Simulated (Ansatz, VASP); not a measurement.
# One calculation of NaRh, two programs

```
Na Rh
1.0
     1.41345   -2.33718    0.00000
     1.41345    2.33718    0.00000
     0.00000    0.00000    5.03413
Na Rh
1 1
Direct
  0.50000 0.50000 0.50000
  0.00000 0.00000 0.00000
```

Alike in both runs: functional PBE; k mesh 22 × 22 × 12; occupations gaussian, width 0.1 eV; no spin polarisation.

Ansatz relaxed the structure, and its values are those at the end. VASP's run is a single point on that final structure, the one shown.

|  | VASP | Ansatz |
| --- | --- | --- |
| version | VASP 6.6.1 | Ansatz 0.2.0 |
| potentials or method | VASP PAW PBE potentials, release 64 (Na_pv, Rh_pv), cutoff 520 eV | scalar-relativistic, plane waves, PAW |
| valence electrons in the cell | 22 | 26 |

```tsv
	VASP	Ansatz	Ansatz less VASP
gap on the k mesh at the Fermi level (eV)	none	none	-
pressure (GPa)	0.1	0.0	-0.08
```

A gap of «none» marks a metal or a gap that the smearing closes. VASP's potentials hold 22 valence electrons a cell and Ansatz's 26, so a difference there can come from the potentials and not from the codes.
